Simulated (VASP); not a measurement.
## ZnO: single point with PBE

Crystal: ZnO.

```
Zn O
1.0
     2.84905    0.00000    0.00000
    -1.42453    2.46735    0.00000
     0.00000    0.00000    3.44934
Zn O
1 1
Direct
  0.00000 0.00000 0.00000
  0.00000 0.00000 0.50000
```

| Property | Result |
| --- | --- |
| Program | VASP 6.6.1 |
| Task | single point |
| Functional | PBE |
| Potentials or basis | VASP PAW PBE potentials, release 64 (Zn, O) |
| Cutoff | 520 eV |
| k mesh | 6 × 6 × 6 |
| Occupations | gaussian, width 0.1 eV |
| Spin | collinear spin, ferromagnetic start |
| Starting moments | [0.0, 1.0] μB |

```
Pressure                                              : 18.6 GPa
Band gap on the k mesh                                : zero (filled and empty bands overlap)
Net moment                                            : 0.00 μB per cell
Valence electrons inside the program's atomic spheres : Zn 11.05; O 5.03
```

Stress tensor (GPa, compression positive):
```
22.11  0.00  0.00
 0.00 22.11  0.00
 0.00  0.00 11.51
```

Levels at points of the mesh, in eV from the Fermi level:
Spin up:
```csv
k point,band 6,band 7,band 8,band 9,band 10,band 11,band 12,band 13
"(0.00, 0.00, 0.00)",-6.88,-5.06,-1.33,-0.66,-0.66,12.60,13.40,18.93
"(0.50, 0.00, 0.00)",-6.04,-4.81,-4.21,-1.35,3.69,4.13,13.28,13.71
"(0.00, 0.00, 0.50)",-7.21,-7.21,0.15,0.15,4.68,7.51,16.60,16.60
"(0.50, 0.00, 0.50)",-6.82,-3.27,-2.22,-0.33,0.50,8.02,11.43,12.21
```
Spin down:
```tsv
k point	band 6	band 7	band 8	band 9	band 10	band 11	band 12	band 13
(0.00, 0.00, 0.00)	-6.88	-5.06	-1.33	-0.66	-0.66	12.60	13.40	18.93
(0.50, 0.00, 0.00)	-6.04	-4.81	-4.21	-1.35	3.69	4.13	13.28	13.71
(0.00, 0.00, 0.50)	-7.21	-7.21	0.15	0.15	4.68	7.51	16.60	16.60
(0.50, 0.00, 0.50)	-6.82	-3.27	-2.22	-0.33	0.50	8.02	11.43	12.21
```

It took 22 s on 1 thread of Intel(R) Xeon(R) Platinum 8488C (Sapphire Rapids) (shared host), peak memory 0.16 GiB.

Caveat: the k points lie up to 0.42 Å⁻¹ apart.
